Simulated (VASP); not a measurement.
# CdI2 (P-3m1) in VASP: single point with PBEsol

Aim: the single point of CdI2 with PBEsol.

Everything below comes from runs of VASP 6.6.1. Logs are shortened: lines on timing, memory, paths and dates and some standing lists are left out, and cuts for length are marked.

**1. The cell of the first run**

It takes space group P-3m1 (No. 164, trigonal). The conventional cell has a = 4.065 Å, b = 4.065 Å, c = 6.716 Å, α = 90.00°, β = 90.00°, γ = 120.00°. Within 3.8 Å of Cd (site symmetry -3m) lie 6 I at 2.86 Å. Within 3.8 Å of I (site symmetry 3m) lie 3 Cd at 2.86 Å.

**2. Single point, PBEsol (Mg replaced by Cd, lengths x 1.004, strained)**

Input file INCAR:

```
SYSTEM = CdI2
PREC = Accurate ; ENCUT = 500
EDIFF = 1E-6 ; ISMEAR = 0
SIGMA = 0.02 ; LREAL = .FALSE.
LASPH = .TRUE. ; NELM = 120
ALGO = Normal ; ISIF = 2
LWAVE = .FALSE. ; LCHARG = .TRUE.
GGA = PS ; LELF = .TRUE.
LVHAR = .TRUE. ; NBANDS = 20
GGA_COMPAT = .FALSE.
```

Input file KPOINTS:

```
Automatic mesh
0
G
  9 9 4
  0 0 0
```

Input file POSCAR:

```
CdI2
1.0
    4.0651280872      0.0000000000      0.0000000000
   -2.0325640436      3.5205041931      0.0000000000
    0.0000000000      0.0000000000      6.7156771358
Cd I
1 2
Direct
    0.0000000000      0.0000000000      0.0000000000
    0.3333333333      0.6666666667      0.7576300000
    0.6666666667      0.3333333333      0.2423700000
```

Potentials or basis: VASP PAW PBE potentials, release 64 (Cd, I).

On the command line:

```sh
$ cat potpaw_PBE.64/Cd/POTCAR potpaw_PBE.64/I/POTCAR > POTCAR
$ mpirun -np 1 vasp_std > vasp.out
```

OUTCAR:

```text
SYSTEM = CdI2
   PREC = Accurate
   ENCUT = 500
   EDIFF = 1E-6
   ISMEAR = 0
   LREAL = .FALSE.
   LASPH = .TRUE.
   NELM = 120
   ISIF = 2
   GGA = PS

 ion  position               nearest neighbor table
   1  0.000  0.000  0.000-   2 2.86   3 2.86   2 2.86   3 2.86   3 2.86   2 2.86
   2  0.333  0.667  0.758-   1 2.86   1 2.86   1 2.86
   3  0.667  0.333  0.242-   1 2.86   1 2.86   1 2.86

  LATTYP: Found a hexagonal cell.
 ALAT       =     4.0651280872
 C/A-ratio  =     1.6520210413

  Lattice vectors:

 A1 = (   4.0651280872,   0.0000000000,   0.0000000000)
 A2 = (  -2.0325640436,   3.5205041931,   0.0000000000)
 A3 = (   0.0000000000,   0.0000000000,   6.7156771358)

Analysis of symmetry for initial positions (statically):
=====================================================================
 Subroutine PRICEL returns:
 Original cell was already a primitive cell.

 Routine SETGRP: Setting up the symmetry group for a
 hexagonal supercell.

 Subroutine GETGRP returns: Found 12 space group operations
 (whereof 12 operations were pure point group operations)
 out of a pool of 24 trial point group operations.

The static configuration has the point symmetry D_3d.

Analysis of symmetry for dynamics (positions and initial velocities):
=====================================================================
 Subroutine PRICEL returns:
 Original cell was already a primitive cell.

 Routine SETGRP: Setting up the symmetry group for a
 hexagonal supercell.

 Subroutine GETGRP returns: Found 12 space group operations
 (whereof 12 operations were pure point group operations)
 out of a pool of 24 trial point group operations.

The dynamic configuration has the point symmetry D_3d.

 Subroutine INISYM returns: Found 12 space group operations
 (whereof 12 operations are pure point group operations),
 and found     1 'primitive' translations

----------------------------------------------------------------------------------------

                                     Primitive cell

  volume of cell :      96.1101

  direct lattice vectors                    reciprocal lattice vectors
     4.065128087  0.000000000  0.000000000     0.245994709  0.142025111  0.000000000
    -2.032564044  3.520504193  0.000000000     0.000000000  0.284050223  0.000000000
     0.000000000  0.000000000  6.715677136     0.000000000  0.000000000  0.148905312

  length of vectors
     4.065128087  4.065128087  6.715677136     0.284050223  0.284050223  0.148905312

  position of ions in fractional coordinates (direct lattice)
     0.000000000  0.000000000  0.000000000
     0.333333333  0.666666667  0.757630000
     0.666666667  0.333333333  0.242370000

  ion indices of the primitive-cell ions
   primitive index   ion index
                 1           1
                 2           2
                 3           3

----------------------------------------------------------------------------------------

 KPOINTS: Automatic mesh

Automatic generation of k-mesh.
 Grid dimensions read from file:
 generate k-points for:    9    9    4

 Generating k-lattice:

  Cartesian coordinates                     Fractional coordinates (reciprocal lattice)
     0.027332745  0.015780568  0.000000000     0.111111111  0.000000000  0.000000000
     0.000000000  0.031561136  0.000000000     0.000000000  0.111111111  0.000000000
     0.000000000  0.000000000  0.037226328     0.000000000  0.000000000  0.250000000

  Length of vectors
     0.031561136  0.031561136  0.037226328

  Shift w.r.t. Gamma in fractional coordinates (k-lattice)
     0.000000000  0.000000000  0.000000000

 Subroutine IBZKPT returns following result:
 ===========================================

 Found     43 irreducible k-points:

 Following reciprocal coordinates:
            Coordinates               Weight
  0.000000  0.000000  0.000000      1.000000
  0.111111 -0.000000  0.000000      6.000000
  0.222222  0.000000  0.000000      6.000000
  0.333333  0.000000  0.000000      6.000000
  0.444444  0.000000  0.000000      6.000000
  0.111111  0.111111  0.000000      6.000000
[... 16 lines left out ...]
  0.222222  0.111111  0.250000     12.000000
 -0.111111  0.333333  0.250000     12.000000
 [... further k-points ...]
   k-points           NKPTS =     43   k-points in BZ     NKDIM =     43   number of bands    NBANDS=     20
   number of dos      NEDOS =    301   number of ions     NIONS =      3
   total plane-waves  NPLWV =  45000
   dimension x,y,z NGX =    30 NGY =   30 NGZ =   50
   dimension x,y,z NGXF=    60 NGYF=   60 NGZF=  100
   ions per type =               1   2
   NGX,Y,Z   is equivalent  to a cutoff of  12.27, 12.27, 12.38 a.u.
   NGXF,Y,Z  is equivalent  to a cutoff of  24.54, 24.54, 24.75 a.u.
 SYSTEM =  CdI2
   PREC   = accura    normal or accurate (medium, high low for compatibility)
   ISTART =      0    job   : 0-new  1-cont  2-samecut
   ICHARG =      2    charge: 1-file 2-atom 10-const
   ISPIN  =      1    spin polarized calculation?
   LNONCOLLINEAR =      F non collinear calculations
   LSORBIT =      F    spin-orbit coupling
   LASPH  =      T    aspherical Exc in radial PAW
   ENCUT  =  500.0 eV  36.75 Ry    6.06 a.u.   7.41  7.41 12.24*2*pi/ulx,y,z
   NELM   =    120;   NELMIN=  2; NELMDL= -5     # of ELM steps
   EDIFF  = 0.1E-05   stopping-criterion for ELM
   LREAL  =      F    real-space projection
   EDIFFG = 0.1E-04   stopping-criterion for IOM
   NSW    =      0    number of steps for IOM
   IBRION =     -1    ionic relax: 0-MD 1-quasi-New 2-CG
   NFREE  =      0    steps in history (QN), initial steepest desc. (CG)
   ISIF   =      2    stress and relaxation
   ISYM   =      2    0-nonsym 1-usesym 2-fastsym
   POTIM  = 0.5000    time-step for ionic-motion
   TEBEG  =    0.0;   TEEND  =   0.0 temperature during run
   PSTRESS=    0.0 pullay stress
   NELECT =      26.0000    total number of electrons
   NUPDOWN=      -1.0000    fix difference up-down
   EMIN   =  10.00;   EMAX   =-10.00  energy-range for DOS
   EFERMI =   0.00;   METHOD = LEGACY
   ISMEAR =     0;   SIGMA  =   0.02  broadening in eV -4-tet -1-fermi 0-gaus
   EFERMI_NEDOS =   21; number of points for ismear=-14 and -15
   IALGO  =     38    algorithm
   IMIX   =      4    mixing-type and parameters
     AMIX     =   0.40;   BMIX     =  1.00
     AMIX_MAG =   1.60;   BMIX_MAG =  1.00
  volume/ion in A,a.u.               =      32.04       216.19
  Fermi-wavevector in a.u.,A,eV,Ry     =   1.058790  2.000822 15.252611  1.121035
  Thomas-Fermi vector in A             =   2.194112
   LORBIT       =      0    0 simple, 1 ext, 2 COOP (PROOUT), +10 PAW based schemes
   GGA     = PS    functional components
   LHFCALC =     F    Hartree Fock is set to
   AEXX    =    0.0000 exact exchange contribution
   IVDW    =     0    specifies the selected vdW correction
   LEPSILON=     F    determine dielectric tensor
   LRPA    =     F    only Hartree local field effects (RPA)
 non-spin polarized calculation
 Gauss-broadening in eV      SIGMA  =   0.02
  energy-cutoff  :      500.00
  volume of cell :       96.11
 maximum number of plane-waves:      2472
 NGX is ok and might be reduce to    30
   NGX = 15   NGY = 15   NGZ = 25

 number of electron      26.0000005 magnetization

 Free energy of the ion-electron system (eV)
  ---------------------------------------------------
  ext. energy  EPLUGINS =         0.00000000
  ---------------------------------------------------
  free energy    TOTEN  =        -6.17604293 eV

  energy without entropy =       -6.17604293  energy(sigma->0) =       -6.17604293

 E-fermi :   3.1786     XC(G=0):  -9.2150

 val. band max:        3.0652706907   @ k =   0.0000   0.1111   0.2500
 cond. band min:       5.4771512660   @ k =   0.4444   0.0000   0.2500
 fundamental gap:      2.4118805754
 Fermi energy:         3.1786135587

 k-point     1 :       0.0000    0.0000    0.0000
  band No.  band energies     occupation
      1      -9.8325      2.00000
      2      -8.8597      2.00000
      3      -4.9072      2.00000
      4      -4.9072      2.00000
      5      -4.7501      2.00000
      6      -4.5964      2.00000
[... 12 lines left out ...]
     19      12.1747      0.00000
     20      12.1747      0.00000

 k-point     2 :       0.1111   -0.0000    0.0000
  band No.  band energies     occupation
      1      -9.7493      2.00000
      2      -8.8489      2.00000
      3      -4.8922      2.00000
      4      -4.8652      2.00000
      5      -4.7274      2.00000
      6      -4.6018      2.00000
[... 12 lines left out ...]
     19      11.5497      0.00000
     20      11.8102      0.00000

 k-point     3 :       0.2222    0.0000    0.0000
  band No.  band energies     occupation
      1      -9.5218      2.00000
      2      -8.8243      2.00000
      3      -4.8626      2.00000
      4      -4.7720      2.00000
      5      -4.6611      2.00000
      6      -4.6019      2.00000
[... 12 lines left out ...]
     19      10.8684      0.00000
     20      12.0157      0.00000

 k-point     4 :       0.3333    0.0000    0.0000
  band No.  band energies     occupation
      1      -9.2207      2.00000
      2      -8.8071      2.00000
      3      -4.8466      2.00000
      4      -4.7427      2.00000
      5      -4.6135      2.00000
      6      -4.5438      2.00000
[... 12 lines left out ...]
     19      11.6405      0.00000
     20      12.0188      0.00000

 k-point     5 :       0.4444    0.0000    0.0000
  band No.  band energies     occupation
      1      -8.9635      2.00000
      2      -8.8319      2.00000
      3      -4.8455      2.00000
      4      -4.7632      2.00000
      5      -4.5994      2.00000
      6      -4.5072      2.00000
[... 12 lines left out ...]
     19      12.1579      0.00000
     20      12.5887      0.00000

 k-point     6 :       0.1111    0.1111    0.0000
  band No.  band energies     occupation
      1      -9.5937      2.00000
      2      -8.8310      2.00000
      3      -4.8708      2.00000
      4      -4.7903      2.00000
      5      -4.6898      2.00000
      6      -4.6025      2.00000
[... 12 lines left out ...]
     19      10.7665      0.00000
     20      12.0763      0.00000

 k-point     7 :       0.2222    0.1111    0.0000
  band No.  band energies     occupation
      1      -9.3280      2.00000
      2      -8.8086      2.00000
      3      -4.8457      2.00000
      4      -4.7232      2.00000
      5      -4.6327      2.00000
      6      -4.5674      2.00000
[... 12 lines left out ...]
     19      10.5677      0.00000
     20      12.3435      0.00000
[... 277 lines left out ...]
 k-point    20 :       0.4444    0.0000    0.2500
  band No.  band energies     occupation
      1      -8.9907      2.00000
      2      -8.7962      2.00000
      3      -4.8468      2.00000
      4      -4.7685      2.00000
      5      -4.5964      2.00000
      6      -4.5072      2.00000
[... 12 lines left out ...]
     19      11.5941      0.00000
     20      13.5612      0.00000

 k-point    21 :       0.0000    0.4444    0.2500
  band No.  band energies     occupation
      1      -8.9210      2.00000
      2      -8.8727      2.00000
      3      -4.8464      2.00000
      4      -4.7659      2.00000
      5      -4.5915      2.00000
      6      -4.5072      2.00000
[... 12 lines left out ...]
     19      11.9665      0.00000
     20      13.7277      0.00000

 k-point    22 :       0.1111    0.1111    0.2500
  band No.  band energies     occupation
      1      -9.5299      2.00000
      2      -8.9173      2.00000
      3      -4.8700      2.00000
      4      -4.8061      2.00000
      5      -4.6817      2.00000
      6      -4.6052      2.00000
[... 12 lines left out ...]
     19      11.2222      0.00000
     20      11.5198      0.00000

 k-point    23 :       0.2222    0.1111    0.2500
  band No.  band energies     occupation
      1      -9.2833      2.00000
      2      -8.8593      2.00000
      3      -4.8440      2.00000
      4      -4.7386      2.00000
      5      -4.6286      2.00000
      6      -4.5792      2.00000
[... 12 lines left out ...]
     19      10.7277      0.00000
     20      11.9908      0.00000

 k-point    24 :      -0.1111    0.3333    0.2500
  band No.  band energies     occupation
      1      -9.2678      2.00000
      2      -8.8802      2.00000
      3      -4.8439      2.00000
      4      -4.7260      2.00000
      5      -4.6321      2.00000
      6      -4.5688      2.00000
[... 12 lines left out ...]
     19      11.1061      0.00000
     20      12.0630      0.00000

 [... further k-points ...]
[... 5 lines left out ...]
  --------------------------------------------------------------------------------------
  -------------------------------------------------------------------------------------
  Total        3.4648185      3.4648185      3.3349089     -0.0000000     -0.0000000      0.0000000
  in kB       57.7593326     57.7593326     55.5937091     -0.0000000     -0.0000000      0.0000000
  external PRESSURE =      57.0374581 kB  Pullay stress =       0.0000000 kB

 VOLUME and BASIS-vectors are now :
 -----------------------------------------------------------------------------
  energy-cutoff  :      500.00
  volume of cell :       96.11
      direct lattice vectors                 reciprocal lattice vectors
     4.065128087  0.000000000  0.000000000     0.245994709  0.142025111  0.000000000
    -2.032564044  3.520504193  0.000000000     0.000000000  0.284050223  0.000000000
     0.000000000  0.000000000  6.715677136     0.000000000  0.000000000  0.148905312

 POSITION                                       TOTAL-FORCE (eV/Angst)
 -----------------------------------------------------------------------------------
      0.00000      0.00000      0.00000         0.000000      0.000000      0.000000
     -0.00000      2.34700      5.08800        -0.000000      0.000000     -0.936003
      2.03256      1.17350      1.62768         0.000000      0.000000      0.936003
 -----------------------------------------------------------------------------------
    total drift:                                0.000000     -0.000000     -0.000000

  FREE ENERGIE OF THE ION-ELECTRON SYSTEM (eV)
  ---------------------------------------------------
  free  energy   TOTEN  =        -6.1760429327 eV

  energy  without entropy=       -6.1760429327  energy(sigma->0) =       -6.17604293
```

Wall time 1.9 min (1 thread of AMD EPYC 7R13, shared host); peak memory 0.22 GiB.

What came out:

```
Free energy            : -6.1760 eV
Pressure               : 5.7 GPa
Largest force          : 0.936 eV/Å
Band gap on the k mesh : 2.41 eV, indirect (least direct gap 2.76 eV)
```

Forces on the atoms (eV/Å):
```
Cd   0.000  0.000  0.000
I    0.000  0.000 -0.936
I    0.000  0.000  0.936
```

Caveat: the cell differs from its parent crystal (Mg replaced by Cd, lengths x 1.004, strained); the PAW data sets were made with another functional, which shifts forces and pressure a little; spin-orbit coupling is left out, which moves the levels of the heavy elements; this functional lacks dispersion, which binds the layers, so the pressure and a relaxed spacing across them are unreliable.
